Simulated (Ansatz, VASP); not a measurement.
## One calculation of Tl, two programs

The input INCAR:

```
SYSTEM = Tl
  PREC = Accurate
  ENCUT = 520
  EDIFF = 1E-6
  ISMEAR = 0
  SIGMA = 0.1
  LREAL = .False.
  LASPH = .True.
  NELM = 80
  ALGO = Normal
  ISIF = 2
  LWAVE = .False.
  LCHARG = .False.
  GGA = PE
  NBANDS = 12
```

KPOINTS

```
Automatic mesh
0
Gamma
  14 14 14
  0 0 0
```

Contents of POSCAR:

```
Tl
1.0
   -1.9357787100      1.9357787100      1.9648937100
    1.9357787100     -1.9357787100      1.9648937100
    1.9357787100      1.9357787100     -1.9648937100
Tl
1
Direct
    0.0000000000      0.0000000000      0.0000000000
```

Input for Ansatz:

```yaml
crystal:
  lattice:
    - [-1.93577871, 1.93577871, 1.96489371]
    - [1.93577871, -1.93577871, 1.96489371]
    - [1.93577871, 1.93577871, -1.96489371]
  atoms:
    - { symbol: Tl, position: [0.0, 0.0, 0.0] }
basis:
  ecutwfc: 420
kpoints:
  mp_grid: { grid: [14, 14, 14] }
hamiltonian:
  xc: pbe
scf:
  occupations: { method: gaussian, width: 0.1 }
output:
  forces: true
  stress: true
  eigenvalues: true
```

Alike in both runs: task single point; functional PBE; k mesh 14 × 14 × 14; occupations gaussian, width 0.1 eV; no spin polarisation.

|  | VASP | Ansatz |
| --- | --- | --- |
| version | VASP 6.6.1 | Ansatz 0.2.0 |
| potentials or method | VASP PAW PBE potentials, release 64 (Tl_d), cutoff 520 eV | scalar-relativistic, plane waves, PAW |
| valence electrons in the cell | 13 | 13 |

```tsv
	VASP	Ansatz	Ansatz less VASP
gap on the k mesh at the Fermi level (eV)	none	none	-
pressure (GPa)	1.9	2.0	+0.06
```

A gap of «none» marks a metal or a gap that the smearing closes. With one functional, cell and mesh, what is left measures potentials, basis and numerics.

Neither program's run includes spin-orbit coupling.
